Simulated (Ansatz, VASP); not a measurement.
## BaBe5H10 in VASP and in Ansatz

```xyz
16
Lattice="4.4622 0.0000 0.0000 0.0000 4.9427 0.0000 -1.5050 0.0000 6.6333" Properties=species:S:1:pos:R:3 pbc="T T T"
Ba    3.1004    2.4713    4.1316
Be    1.7020    0.0000    1.8874
Be    2.4254    3.7746    0.0476
Be    2.4254    1.1681    0.0476
Be    0.6538    0.0000    4.5238
Be    0.2441    0.0000    0.2720
H     2.4141    3.7101    1.6630
H     2.4141    1.2326    1.6630
H     1.6730    0.0000    3.3933
H     0.2649    0.0000    1.6961
H     0.2023    2.4713    6.5999
H     0.9556    3.6205    4.9889
H     2.4388    3.7398    6.5592
H     0.9556    1.3222    4.9889
H     2.4388    1.2029    6.5592
H    -0.6503    0.0000    4.0446
```

Alike in both runs: functional PBE; k mesh 6 × 6 × 4; occupations gaussian, width 0.02 eV; no spin polarisation.

Ansatz relaxed the structure, and its values are those at the end. VASP's run is a single point on that final structure, the one shown.

```csv
,VASP,Ansatz
version,VASP 6.6.1,Ansatz 0.2.0
potentials or method,"VASP PAW PBE potentials, release 64 (Ba_sv, Be, H), cutoff 520 eV","scalar-relativistic, plane waves, PAW"
valence electrons in the cell,30,30
```

|  | VASP | Ansatz | Ansatz less VASP |
| --- | --- | --- | --- |
| gap on the k mesh at the Fermi level (eV) | 0.77 | 0.78 | +0.015 |
| least direct gap on the mesh (eV) | 1.78 | 1.78 | +0.003 |
| pressure (GPa) | 0.2 | 0.0 | -0.25 |
| rms of the force components (eV/Å) | 0.011 | 0.003 | -0.0081 |

With one functional, cell and mesh, what is left measures potentials, basis and numerics.

Neither program's run includes spin-orbit coupling.
